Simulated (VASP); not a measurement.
# Cr (P6_3/mmc) in VASP: a series of runs, part 2 of 2

VASP 6.6.1. Earlier steps stand in the parts before.

## (4) Single point, PBEsol, collinear spin, ferromagnetic start

This run uses another cell than the first one, of 11.47 Å³/atom.

INCAR

```
PREC = Accurate
ENCUT = 520
EDIFF = 1E-7
ISMEAR = 0
SIGMA = 0.1
LREAL = False
LASPH = True
NELM = 150
ALGO = Normal
ISIF = 2
LWAVE = False
LCHARG = True
ISPIN = 2
MAGMOM = 0.95 0.95
LORBIT = 11
LMAXMIX = 4
GGA = PS
LELF = True
LVHAR = True
NBANDS = 23
```

KPOINTS

```
regular mesh
0
Gamma
  12 12 4
```

POSCAR

```
Cr
1.0
    2.4524508165      0.0000000000      0.0000000000
   -1.2262254083      2.1238847087      0.0000000000
    0.0000000000      0.0000000000      4.4041825914
Cr
2
Direct
    0.3333333333      0.6666666667      0.2500000000
    0.6666666667      0.3333333333      0.7500000000
```

Potentials or basis: VASP PAW PBE potentials, release 64 (Cr_pv).

Run with:

```sh
$ cat potpaw_PBE.64/Cr_pv/POTCAR > POTCAR
$ mpirun -np 1 vasp_std > vasp.out
```

OUTCAR:

```text
PREC = Accurate
   ENCUT = 520
   EDIFF = 1E-7
   ISMEAR = 0
   LREAL = False
   LASPH = True
   NELM = 150
   ISIF = 2
   ISPIN = 2
   LORBIT = 11
   GGA = PS

 ion  position               nearest neighbor table
   1  0.333  0.667  0.250-   2 2.62   2 2.62   2 2.62   2 2.62   2 2.62   2 2.62
   2  0.667  0.333  0.750-   1 2.62   1 2.62   1 2.62   1 2.62   1 2.62   1 2.62

  LATTYP: Found a hexagonal cell.
 ALAT       =     2.4524508165
 C/A-ratio  =     1.7958291199

  Lattice vectors:

 A1 = (   2.4524508165,   0.0000000000,   0.0000000000)
 A2 = (  -1.2262254083,   2.1238847087,   0.0000000000)
 A3 = (   0.0000000000,   0.0000000000,   4.4041825914)

Analysis of symmetry for initial positions (statically):
=====================================================================
 Subroutine PRICEL returns:
 Original cell was already a primitive cell.

 Routine SETGRP: Setting up the symmetry group for a
 hexagonal supercell.

 Subroutine GETGRP returns: Found 24 space group operations
 (whereof 12 operations were pure point group operations)
 out of a pool of 24 trial point group operations.

The static configuration has the point symmetry D_3d.
 The point group associated with its full space group is D_6h.

Analysis of symmetry for dynamics (positions and initial velocities):
=====================================================================
 Subroutine PRICEL returns:
 Original cell was already a primitive cell.

 Routine SETGRP: Setting up the symmetry group for a
 hexagonal supercell.

 Subroutine GETGRP returns: Found 24 space group operations
 (whereof 12 operations were pure point group operations)
 out of a pool of 24 trial point group operations.

The dynamic configuration has the point symmetry D_3d.
 The point group associated with its full space group is D_6h.

Analysis of structural, dynamic, and magnetic symmetry:
=====================================================================
 Subroutine PRICEL returns:
 Original cell was already a primitive cell.

 Routine SETGRP: Setting up the symmetry group for a
[... 152 lines left out ...]
  ---------------------------------------------------
  free energy    TOTEN  =       -19.66226543 eV

  energy without entropy =      -19.64685089  energy(sigma->0) =      -19.65455816

 E-fermi :  10.7927     XC(G=0): -13.8503

 val. band max:       10.7791945577   @ k =   0.0833   0.0000   0.2500
 cond. band min:      10.8304401126   @ k =   0.3333   0.0000   0.5000
 fundamental gap:      0.0512455550
 Fermi energy:        10.7927325155

 spin component 1

 k-point     1 :       0.0000    0.0000    0.0000
  band No.  band energies     occupation
      1     -32.3843      1.00000
      2     -31.6271      1.00000
      3     -31.4480      1.00000
      4     -31.4480      1.00000
      5     -31.3774      1.00000
      6     -31.3774      1.00000
[... 613 lines left out ...]
     22      23.9408      0.00000
     23      26.8423      0.00000

 [... further k-points ...]

 spin component 2

 k-point     1 :       0.0000    0.0000    0.0000
  band No.  band energies     occupation
      1     -32.3843      1.00000
      2     -31.6271      1.00000
      3     -31.4480      1.00000
      4     -31.4480      1.00000
      5     -31.3774      1.00000
      6     -31.3774      1.00000
[... 613 lines left out ...]
     22      23.9408      0.00000
     23      26.8423      0.00000

 [... further k-points ...]

------------------------ aborting loop because EDIFF is reached ----------------------------------------

  FORCE on cell =-STRESS in cart. coord.  units (eV):
  Direction    XX          YY          ZZ          XY          YZ          ZX
  --------------------------------------------------------------------------------------
  -------------------------------------------------------------------------------------
  Total       -0.0701273     -0.0701273     -0.0691963      0.0000000      0.0000000     -0.0000000
  in kB       -4.8978015     -4.8978015     -4.8327790      0.0000000      0.0000000     -0.0000000
  external PRESSURE =      -4.8761273 kB  Pullay stress =       0.0000000 kB

 VOLUME and BASIS-vectors are now :
 -----------------------------------------------------------------------------
  energy-cutoff  :      520.00
  volume of cell :       22.94
      direct lattice vectors                 reciprocal lattice vectors
     2.452450816  0.000000000  0.000000000     0.407755374  0.235417675  0.000000000
    -1.226225408  2.123884709  0.000000000     0.000000000  0.470835350  0.000000000
     0.000000000  0.000000000  4.404182591     0.000000000  0.000000000  0.227056890

 POSITION                                       TOTAL-FORCE (eV/Angst)
 -----------------------------------------------------------------------------------
     -0.00000      1.41592      1.10105         0.000000      0.000000      0.000000
      1.22623      0.70796      3.30314        -0.000000      0.000000      0.000000
 -----------------------------------------------------------------------------------
    total drift:                               -0.000000      0.000000     -0.000000

  FREE ENERGIE OF THE ION-ELECTRON SYSTEM (eV)
  ---------------------------------------------------
  free  energy   TOTEN  =       -19.6622654255 eV

  energy  without entropy=      -19.6468508915  energy(sigma->0) =      -19.65455816

 total charge

# of ion       s       p       d       tot
------------------------------------------
    1        0.443   6.393   4.265  11.102
    2        0.443   6.393   4.265  11.102
--------------------------------------------------
tot          0.887  12.787   8.531  22.204

 magnetization (x)

# of ion       s       p       d       tot
------------------------------------------
    1        0.000   0.000   0.000   0.000
    2        0.000   0.000   0.000   0.000
--------------------------------------------------
tot          0.000   0.000   0.000   0.000
```

OSZICAR:

```text
N       E                     dE             d eps       ncg     rms          rms(c)
DAV:   1     0.239355599809E+03    0.23936E+03   -0.13555E+04  5276   0.129E+03
DAV:   2    -0.149008084869E+02   -0.25426E+03   -0.24528E+03  5356   0.381E+02
DAV:   3    -0.227673538920E+02   -0.78665E+01   -0.78052E+01  6651   0.786E+01
DAV:   4    -0.228343180807E+02   -0.66964E-01   -0.66890E-01  5588   0.737E+00
DAV:   5    -0.228351543440E+02   -0.83626E-03   -0.83618E-03  5636   0.775E-01    0.199E+01
DAV:   6    -0.196880311435E+02    0.31471E+01   -0.10539E+01  5839   0.375E+01    0.334E+00
DAV:   7    -0.196827708299E+02    0.52603E-02   -0.23932E-01  5545   0.463E+00    0.191E+00
DAV:   8    -0.196706982911E+02    0.12073E-01   -0.36689E-03  5930   0.586E-01    0.984E-01
DAV:   9    -0.196622364421E+02    0.84618E-02   -0.34049E-03  5657   0.584E-01    0.174E-01
DAV:  10    -0.196622441903E+02   -0.77483E-05   -0.53240E-04  5713   0.209E-01    0.548E-02
DAV:  11    -0.196622659895E+02   -0.21799E-04   -0.28891E-05  5685   0.523E-02    0.205E-02
DAV:  12    -0.196622673027E+02   -0.13132E-05   -0.22291E-06  6077   0.124E-02    0.863E-03
DAV:  13    -0.196622661191E+02    0.11836E-05   -0.51468E-07  5587   0.624E-03    0.331E-03
DAV:  14    -0.196622655900E+02    0.52913E-06   -0.97018E-08  3560   0.299E-03    0.629E-04
DAV:  15    -0.196622654448E+02    0.14516E-06   -0.94655E-09  2713   0.905E-04    0.189E-04
DAV:  16    -0.196622654255E+02    0.19315E-07   -0.81152E-10  2699   0.310E-04
   1 F= -.19662265E+02 E0= -.19654558E+02  d E =-.154145E-01  mag=     0.0000
```

stdout:

```text
POSCAR found type information on POSCAR Cr
 POSCAR found :  1 types and       2 ions
 scaLAPACK will be used
 -----------------------------------------------------------------------------
|                                                                             |
|                                                                             |
|     You enforced a specific xc type in the INCAR file but a different       |
|     I HOPE YOU KNOW WHAT YOU ARE DOING!                                     |
|                                                                             |
 -----------------------------------------------------------------------------

 LDA part: xc-table for (Slater+PW92), standard interpolation
 POSCAR, INCAR and KPOINTS ok, starting setup
 FFT: planning ... GRIDC
 FFT: planning ... GRID_SOFT
 FFT: planning ... GRID
 WAVECAR not read
 entering main loop
```

Run time: 1.8 min. Hardware: 1 thread of Intel Xeon 8259CL, shared host; peak memory 0.17 GiB.

What came out:

- Free energy: -19.6623 eV
- Pressure: -0.5 GPa
- Band gap on the k mesh: zero (filled and empty bands overlap)
- Net moment: 0.00 μB per cell
- Valence electrons inside the program's atomic spheres: Cr 11.10

Caveat: an empty level that is flat over the whole mesh can mark a ghost state of the potentials, or a narrow d or f band; the moments typed at the start vanished in this run; the PAW data sets were made with another functional, which shifts forces and pressure a little.

## (5) Single point, PBEsol (11.14 Å³/atom)

This run uses another cell than the first one, of 11.14 Å³/atom.

INCAR

```
SYSTEM = Cr
PREC = Accurate
ENCUT = 520
EDIFF = 1E-7
ISMEAR = 0
SIGMA = 0.1
LREAL = .FALSE.
LASPH = .TRUE.
NELM = 60
ALGO = Normal
ISIF = 2
LWAVE = .FALSE.
LCHARG = .FALSE.
GGA = PS
NBANDS = 19
```

KPOINTS

```
regular mesh
0
G
  18 18 10
  0 0 0
```

POSCAR

```
Cr
1.0
    2.4327841008      0.0000000000      0.0000000000
   -1.2163920504      2.1068528332      0.0000000000
    0.0000000000      0.0000000000      4.3462762734
Cr
2
Direct
    0.3333333333      0.6666666667      0.2500000000
    0.6666666667      0.3333333333      0.7500000000
```

Run with:

```sh
$ cat potpaw_PBE.64/Cr_pv/POTCAR > POTCAR
$ mpirun -np 1 vasp_std > vasp.out
```

Wall time 100 s (1 thread of Intel Xeon 8259CL, shared host); peak memory 0.19 GiB.

The run converged. Its results:

| Item | Value |
| --- | --- |
| Free energy | -19.6398 eV |
| Pressure | 7.8 GPa |
| Band gap on the k mesh | zero (bands 12 and 13 overlap by 1.39 eV) |

Stress tensor (GPa, compression positive):
```
7.80 0.00 0.00
0.00 7.80 0.00
0.00 0.00 7.93
```

Levels at points of the mesh, in eV from the Fermi level:
```tsv
k point	band 9	band 10	band 11	band 12	band 13	band 14	band 15	band 16
(0.00, 0.00, 0.00)	-1.32	-0.41	-0.41	-0.15	-0.04	-0.04	1.14	1.14
(0.50, 0.00, 0.00)	-3.70	-1.04	-0.56	-0.29	-0.21	2.51	3.09	3.23
(0.00, 0.00, 0.50)	-1.73	-1.73	-0.38	-0.38	-0.38	-0.38	1.95	1.95
(0.50, 0.00, 0.50)	-2.71	-2.71	0.99	0.99	1.43	1.43	3.17	3.17
```

Caveat: the cell stands under pressure; the PAW data sets were made with another functional, which shifts forces and pressure a little; the run has no spin polarisation, though such a crystal can be magnetic. Spin polarisation is off, so any magnetic state and its effect on volume and gap are missing.

## (6) The runs side by side

| spin | cell | k mesh | gap on the mesh (eV) | pressure (GPa) |
| --- | --- | --- | --- | --- |
| off | a = 2.385, b = 2.385, c = 4.241 Å, angles 90.0, 90.0, 120.0°, 2 atoms | 18 × 18 × 10 | none | 29.1 |
| off | a = 2.409, b = 2.409, c = 4.294 Å, angles 90.0, 90.0, 120.0°, 2 atoms | 18 × 18 × 10 | none | 17.6 |
| collinear, ferromagnetic start | a = 2.452, b = 2.452, c = 4.404 Å, angles 90.0, 90.0, 120.0°, 2 atoms | 12 × 12 × 4 | none | -0.5 |
| off | a = 2.433, b = 2.433, c = 4.346 Å, angles 90.0, 90.0, 120.0°, 2 atoms | 18 × 18 × 10 | none | 7.8 |

Alike in all rows: task single point; level PBEsol; potentials or basis VASP PAW PBE potentials, release 64 (Cr_pv); cutoff (eV) 520; smearing gaussian 0.1 eV.

Caveats: the PAW data sets were made with another functional, which shifts forces and pressure a little; the cell stands under pressure (at least some runs); an empty level that is flat over the whole mesh can mark a ghost state of the potentials, or a narrow d or f band (at least some runs); the moments typed at the start vanished in this run (at least some runs).

Total energies depend on the potentials used, so only differences within one code and one set of settings carry meaning.

The gap in the log of VASP goes by the Fermi energy; the results here count the filled bands.